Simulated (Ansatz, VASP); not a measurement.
# Two plane-wave programs on F

```
F
1.0
     9.00000    0.00000    0.00000
     0.00000    9.50000    0.00000
     0.00000    0.00000   10.00000
F
2
Direct
  0.50000 0.50000 0.43009
  0.50000 0.50000 0.56991
```

Alike in both runs: functional PBEsol; k mesh 1 × 1 × 1; occupations gaussian, width 0.05 eV; no spin polarisation.

Ansatz relaxed the structure, and its values are those at the end. VASP's run is a single point on that final structure, the one shown.

|  | VASP | Ansatz |
| --- | --- | --- |
| version | VASP 6.6.1 | Ansatz 0.2.0 |
| potentials or method | VASP PAW PBE potentials, release 64 (F), cutoff 520 eV | plane waves, PAW |
| valence electrons in the cell | 14 | 14 |

|  | VASP | Ansatz | Ansatz less VASP |
| --- | --- | --- | --- |
| rms of the force components (eV/Å) | 0.251 | 0.000 | -0.2509 |

VASP's potentials were made for PBE, not for PBEsol. One of these differences is far larger than is usual between the two programs; its cause wasn't traced. Ansatz's warnings: stress scf threshold loose.
